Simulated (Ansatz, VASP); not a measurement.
Si3N4: VASP beside Ansatz

The input INCAR:

```
PREC = Accurate
ENCUT = 520
EDIFF = 1E-8
ISMEAR = -1
SIGMA = 0.02
LREAL = False
LASPH = True
NELM = 80
ALGO = Normal
ISIF = 2
LWAVE = False
LCHARG = False
GGA = PE
LEFG = True
NBANDS = 45
```

KPOINTS

```
regular mesh
0
Gamma
  4 4 9
```

File POSCAR:

```
Si3N4
1.0
    7.6374000000      0.0000000000      0.0000000000
   -3.8187000000      6.6141824189      0.0000000000
    0.0000000000      0.0000000000      2.9220000000
Si N
6 8
Direct
    0.1921000000      0.7662000000      0.2500000000
    0.4259000000      0.1921000000      0.7500000000
    0.2338000000      0.4259000000      0.2500000000
    0.8079000000      0.2338000000      0.7500000000
    0.5741000000      0.8079000000      0.2500000000
    0.7662000000      0.5741000000      0.7500000000
    0.3333333333      0.6666666667      0.2500000000
    0.6666666667      0.3333333333      0.7500000000
    0.3395000000      0.0354000000      0.2500000000
    0.3041000000      0.3395000000      0.7500000000
    0.9646000000      0.3041000000      0.2500000000
    0.6605000000      0.9646000000      0.7500000000
    0.6959000000      0.6605000000      0.2500000000
    0.0354000000      0.6959000000      0.7500000000
```

Input for Ansatz:

```yaml
crystal:
  lattice:
    - [7.6374, 0.0, 0.0]
    - [-3.8187, 6.6141824189, 0.0]
    - [0.0, 0.0, 2.922]
  atoms:
    - { symbol: Si, position: [0.1921, 0.7662, 0.25] }
    - { symbol: Si, position: [0.4259, 0.1921, 0.75] }
    - { symbol: Si, position: [0.2338, 0.4259, 0.25] }
    - { symbol: Si, position: [0.8079, 0.2338, 0.75] }
    - { symbol: Si, position: [0.5741, 0.8079, 0.25] }
    - { symbol: Si, position: [0.7662, 0.5741, 0.75] }
    - { symbol: "N", position: [0.3333333333, 0.6666666667, 0.25] }
    - { symbol: "N", position: [0.6666666667, 0.3333333333, 0.75] }
    - { symbol: "N", position: [0.3395, 0.0354, 0.25] }
    - { symbol: "N", position: [0.3041, 0.3395, 0.75] }
    - { symbol: "N", position: [0.9646, 0.3041, 0.25] }
    - { symbol: "N", position: [0.6605, 0.9646, 0.75] }
    - { symbol: "N", position: [0.6959, 0.6605, 0.25] }
    - { symbol: "N", position: [0.0354, 0.6959, 0.75] }
kpoints:
  mp_grid: { grid: [4, 4, 9] }
scf:
  occupations: { method: fermi_dirac, width: 0.02 }
hamiltonian:
  xc: pbe
  pseudopotentials: { kind: paw }
output:
  forces: true
  stress: true
  populations: true
  efg:
    quadrupole_moments_barn: { "N": 0.02044 }
    contact_densities: true
```

Alike in both runs: task electric field gradients; functional PBE; k mesh 4 × 4 × 9; occupations fermi-dirac, width 0.02 eV; no spin polarisation.

|  | VASP | Ansatz |
| --- | --- | --- |
| version | VASP 6.6.1 | Ansatz 0.2.0 |
| potentials or method | VASP PAW PBE potentials, release 64 (Si, N) | plane-wave PAW, scalar-relativistic |
| plane-wave cutoff (eV) | 520 | 420 |
| valence electrons in the cell | 64 | 64 |

|  | VASP | Ansatz | Ansatz less VASP |
| --- | --- | --- | --- |
| gap on the k mesh at the Fermi level (eV) | 3.84 | 3.85 | +0.005 |
| pressure (GPa) | 7.6 | 7.9 | +0.26 |
| traceless stress, the component that is largest in VASP (GPa) | -14.63 | -14.67 | -0.039 |
| rms of the force components (eV/Å) | 2.818 | 2.822 | +0.0040 |
| size of Vzz on the site where it differs most (V/Å²) | 24.5 | 29.3 | +4.79 |

Atom by atom the forces differ by 0.004 eV/Å (rms over components).
